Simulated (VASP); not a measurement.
# RbCl (Fm-3m) in VASP: further runs, part 3 of 3

VASP 6.6.1. Earlier steps stand in the parts before.

### Step 5. Single point, r2SCAN

This run uses another cell than the first one, of 35.09 Å³/atom, 1.087 times its volume.

POSCAR

```
RbCl
1.0
    0.0000000000      3.2740000000      3.2740000000
    3.2740000000      0.0000000000      3.2740000000
    3.2740000000      3.2740000000      0.0000000000
Rb Cl
1 1
Direct
    0.0000000000      0.0000000000      0.0000000000
    0.5000000000      0.5000000000      0.5000000000
```

INCAR.step1

```
PREC     = Accurate       # precision mode
ENCUT    = 550            # plane-wave cutoff, eV
ISMEAR   = 0              # smearing method
SIGMA    = 0.01           # smearing width, eV
LREAL    = False          # projectors in reciprocal space
LASPH    = True           # aspherical terms in the spheres
NELM     = 120            # most SCF steps
NBANDS   = 15             # bands
GGA      = PE             # functional
ALGO     = Normal         # electronic algorithm
EDIFF    = 1E-5           # SCF threshold, eV
LWAVE    = True           # write WAVECAR
LCHARG   = False          # write CHGCAR
GGA_COMPAT= False
```

INCAR.step2

```
PREC     = Accurate       # precision mode
ENCUT    = 550            # plane-wave cutoff, eV
EDIFF    = 1E-6           # SCF threshold, eV
ISMEAR   = 0              # smearing method
SIGMA    = 0.01           # smearing width, eV
LREAL    = False          # projectors in reciprocal space
LASPH    = True           # aspherical terms in the spheres
NELM     = 120            # most SCF steps
ALGO     = Normal         # electronic algorithm
ISIF     = 2              # what is computed and relaxed
LWAVE    = False          # write WAVECAR
LCHARG   = False          # write CHGCAR
METAGGA  = R2SCAN         # meta-GGA
LMIXTAU  = True         
NBANDS   = 15             # bands
ISTART   = 1            
GGA_COMPAT= False
```

KPOINTS

```
regular mesh
0
Gamma
  5 5 5
```

Potentials or basis: VASP PAW PBE potentials, release 64 (Rb_sv, Cl).

Run with:

```
$ cat potpaw_PBE.64/Rb_sv/POTCAR potpaw_PBE.64/Cl/POTCAR > POTCAR
$ cp INCAR.step1 INCAR
$ mpirun -np 1 vasp_std > vasp.out
$ cp INCAR.step2 INCAR
$ mpirun -np 1 vasp_std > vasp.out
```

OUTCAR:

```text
PREC = Accurate
   ENCUT = 550
   EDIFF = 1E-6
   ISMEAR = 0
   LREAL = False
   LASPH = True
   NELM = 120
   ISIF = 2
   METAGGA = R2SCAN
   ISTART = 1

 ion  position               nearest neighbor table
   1  0.000  0.000  0.000-   2 3.27   2 3.27   2 3.27   2 3.27   2 3.27   2 3.27
   2  0.500  0.500  0.500-   1 3.27   1 3.27   1 3.27   1 3.27   1 3.27   1 3.27

  LATTYP: Found a face centered cubic cell.
 ALAT       =     6.5480000000

  Lattice vectors:

 A1 = (   0.0000000000,   3.2740000000,   3.2740000000)
 A2 = (   3.2740000000,   0.0000000000,   3.2740000000)
 A3 = (   3.2740000000,   3.2740000000,   0.0000000000)

Analysis of symmetry for initial positions (statically):
=====================================================================
 Subroutine PRICEL returns:
 Original cell was already a primitive cell.

 Routine SETGRP: Setting up the symmetry group for a
 face centered cubic supercell.

 Subroutine GETGRP returns: Found 48 space group operations
 (whereof 48 operations were pure point group operations)
 out of a pool of 48 trial point group operations.

The static configuration has the point symmetry O_h .

Analysis of symmetry for dynamics (positions and initial velocities):
[... 160 lines left out ...]
      8      -2.2398      2.00000
      9       3.4109      0.00000
     10       6.3819      0.00000
     11       6.3819      0.00000
     12       6.3819      0.00000
     13       7.5652      0.00000
     14       7.5652      0.00000
[... 149 lines left out ...]
      2     -14.7976      2.00000
      3     -10.5003      2.00000
      4     -10.4955      2.00000
      5     -10.3382      2.00000
      6      -2.7383      2.00000
      7      -2.5345      2.00000
      8      -2.4363      2.00000
      9       5.5265      0.00000
     10       6.3206      0.00000
     11       7.8654      0.00000
     12       8.7855      0.00000
     13       9.6047      0.00000
     14       9.8688      0.00000
     15      10.7568      0.00000

------------------------ aborting loop because EDIFF is reached ----------------------------------------

  FORCE on cell =-STRESS in cart. coord.  units (eV):
  Direction    XX          YY          ZZ          XY          YZ          ZX
  --------------------------------------------------------------------------------------
  -------------------------------------------------------------------------------------
  Total        0.2458739      0.2458739      0.2458739      0.0000000      0.0000000      0.0000000
  in kB        5.6125078      5.6125078      5.6125078      0.0000000      0.0000000      0.0000000
  external PRESSURE =       5.6125078 kB  Pullay stress =       0.0000000 kB

 VOLUME and BASIS-vectors are now :
 -----------------------------------------------------------------------------
  energy-cutoff  :      550.00
  volume of cell :       70.19
      direct lattice vectors                 reciprocal lattice vectors
     0.000000000  3.274000000  3.274000000    -0.152718387  0.152718387  0.152718387
     3.274000000  0.000000000  3.274000000     0.152718387 -0.152718387  0.152718387
     3.274000000  3.274000000  0.000000000     0.152718387  0.152718387 -0.152718387

 POSITION                                       TOTAL-FORCE (eV/Angst)
 -----------------------------------------------------------------------------------
      0.00000      0.00000      0.00000         0.000000     -0.000000      0.000000
      3.27400      3.27400      3.27400        -0.000000      0.000000     -0.000000
 -----------------------------------------------------------------------------------
    total drift:                                0.000000      0.000000      0.000000

  FREE ENERGIE OF THE ION-ELECTRON SYSTEM (eV)
  ---------------------------------------------------
  free  energy   TOTEN  =       -24.3816200575 eV

  energy  without entropy=      -24.3816200575  energy(sigma->0) =      -24.38162006
```

Run time: 95 s. Hardware: 1 thread of Intel Xeon 8259CL, shared host; peak memory 0.22 GiB.

Results:

- Free energy: -24.3816 eV
- Pressure: 0.6 GPa
- Band gap on the k mesh: 5.65 eV, direct

Caveat: the PAW data sets were made with another functional, which shifts forces and pressure a little. r2SCAN opens gaps a little over a GGA but as a rule still falls short of measured ones.

### Step 6. Single point, r2SCAN

This run uses another cell than the first one, of 36.03 Å³/atom, 1.116 times its volume.

POSCAR

```
RbCl
1.0
    0.0000000000      3.3028473014      3.3028473014
    3.3028473014      0.0000000000      3.3028473014
    3.3028473014      3.3028473014      0.0000000000
Rb Cl
1 1
Direct
    0.0000000000      0.0000000000      0.0000000000
    0.5000000000      0.5000000000      0.5000000000
```

INCAR.step1

```
SYSTEM = RbCl
PREC = Accurate
ENCUT = 550
ISMEAR = 0
SIGMA = 0.01
LREAL = .FALSE.
LASPH = .TRUE.
NELM = 120
NBANDS = 15
GGA = PE
ALGO = Normal
EDIFF = 1E-5
LWAVE = .TRUE.
LCHARG = .FALSE.
GGA_COMPAT = .FALSE.
```

INCAR.step2

```
SYSTEM = RbCl
PREC = Accurate
ENCUT = 550
EDIFF = 1E-6
ISMEAR = 0
SIGMA = 0.01
LREAL = .FALSE.
LASPH = .TRUE.
NELM = 120
ALGO = Normal
ISIF = 2
LWAVE = .FALSE.
LCHARG = .TRUE.
METAGGA = R2SCAN
LMIXTAU = .TRUE.
LELF = .TRUE.
LVHAR = .TRUE.
NBANDS = 15
ISTART = 1
GGA_COMPAT = .FALSE.
```

KPOINTS

```
Automatic mesh
0
G
  5 5 5
  0 0 0
```

Potentials or basis: VASP PAW PBE potentials, release 64 (Rb_sv, Cl).

Run with:

```
$ cat potpaw_PBE.64/Rb_sv/POTCAR potpaw_PBE.64/Cl/POTCAR > POTCAR
$ cp INCAR.step1 INCAR
$ mpirun -np 1 vasp_std > vasp.out
$ cp INCAR.step2 INCAR
$ mpirun -np 1 vasp_std > vasp.out
```

Wall time 99 s (1 thread of Intel Xeon 8259CL, shared host); peak memory 0.22 GiB.

Results (log left out):

| Quantity | Value |
| --- | --- |
| Free energy | -24.3855 eV |
| Pressure | 0.1 GPa |
| Band gap on the k mesh | 5.57 eV, direct |

Levels at points of the mesh, in eV from the valence-band top:
| k point | band 6 | band 7 | band 8 | band 9 | band 10 | band 11 |
| --- | --- | --- | --- | --- | --- | --- |
| (0.00, 0.00, 0.00) | 0.00 | 0.00 | 0.00 | 5.57 | 8.61 | 8.61 |

Caveat: the PAW data sets were made with another functional, which shifts forces and pressure a little. r2SCAN opens gaps a little over a GGA but as a rule still falls short of measured ones.

### Step 7. The runs side by side

| cell | gap on the mesh (eV) | pressure (GPa) |
| --- | --- | --- |
| a = 4.503 Å, angles 60.0°, 2 atoms | 5.94 | 2.6 |
| a = 4.546 Å, angles 60.0°, 2 atoms | 5.84 | 1.8 |
| a = 4.589 Å, angles 60.0°, 2 atoms | 5.74 | 1.1 |
| a = 4.630 Å, angles 60.0°, 2 atoms | 5.65 | 0.6 |
| a = 4.671 Å, angles 60.0°, 2 atoms | 5.57 | 0.1 |

Alike in all rows: task single point; level r2SCAN; potentials or basis VASP PAW PBE potentials, release 64 (Rb_sv, Cl); no spin polarisation; k mesh 5 × 5 × 5; cutoff (eV) 550; smearing gaussian 0.01 eV.

Caveats: the PAW data sets were made with another functional, which shifts forces and pressure a little.

Absolute energies hang on the potentials; compare differences alone.
